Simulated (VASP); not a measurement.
Runs of VASP 6.6.1 on KF. The structure is that of space group Fm-3m (No. 225), or close to it. The cells are those of the table. 

| task | level | cell | k mesh | cutoff (eV) | smearing | k mesh for the DOS | occupations for the DOS | gap on the mesh (eV) | pressure (GPa) |
| --- | --- | --- | --- | --- | --- | --- | --- | --- | --- |
| single point | r2SCAN | a = 3.833 Å, angles 60.0°, 2 atoms | 8 × 8 × 8 | 520 | gaussian 0.02 eV | - | - | 6.61 | -1.8 |
| relaxation of cell and atoms | PBE | relaxed from a = 3.823 Å, angles 60.0°, 2 atoms | 8 × 8 × 8 | 600 | gaussian 0.02 eV | - | - | 5.95 | 0.0 |
| single point | PBE | a = 3.833 Å, angles 60.0°, 2 atoms | 8 × 8 × 8 | 520 | gaussian 0.02 eV | - | - | 5.95 | 0.0 |
| single point | PBE | a = 3.819, b = 3.819, c = 3.817 Å, angles 119.8, 119.8, 90.2°, 2 atoms | 6 × 6 × 6 | 520 | gaussian 0.1 eV | - | - | 5.98 | (a) |

Alike in all rows: potentials or basis VASP PAW PBE potentials, release 64 (K_sv, F); no spin polarisation.

Q: Estimate the missing entries.

A: (a) 0.2.

Caveats: the PAW data sets were made with another functional, which shifts forces and pressure a little (some runs).

A k mesh can miss the band edges.
